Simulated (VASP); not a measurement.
Here is a VASP 6.6.1 calculation.

The input INCAR:

```
ALGO     = Normal         # electronic algorithm
EDIFF    = 1E-6           # SCF threshold, eV
ENCUT    = 520            # plane-wave cutoff, eV
ISIF     = 2              # what is computed and relaxed
ISMEAR   = -1             # smearing method
LASPH    = True           # aspherical terms in the spheres
LCHARG   = False          # write CHGCAR
LREAL    = False          # projectors in reciprocal space
LWAVE    = False          # write WAVECAR
NBANDS   = 12             # bands
NELM     = 80             # most SCF steps
PREC     = Accurate       # precision mode
SIGMA    = 0.1            # smearing width, eV
```

Contents of KPOINTS:

```
k-points
0
Gamma
  11 11 11
```

POSCAR

```
Cu
1.0
    0.0000000000      1.7887150000      1.7887150000
    1.7887150000      0.0000000000      1.7887150000
    1.7887150000      1.7887150000      0.0000000000
Cu
1
Direct
    0.0000000000      0.0000000000      0.0000000000
```

Potentials or basis: VASP PAW LDA potentials, release 64 (Cu).

Command:

```bash
$ cat potpaw_LDA.64/Cu/POTCAR > POTCAR
$ mpirun -np 1 vasp_std > vasp.out
```

Task: Predict the pressure.

Result: -7.7 GPa.
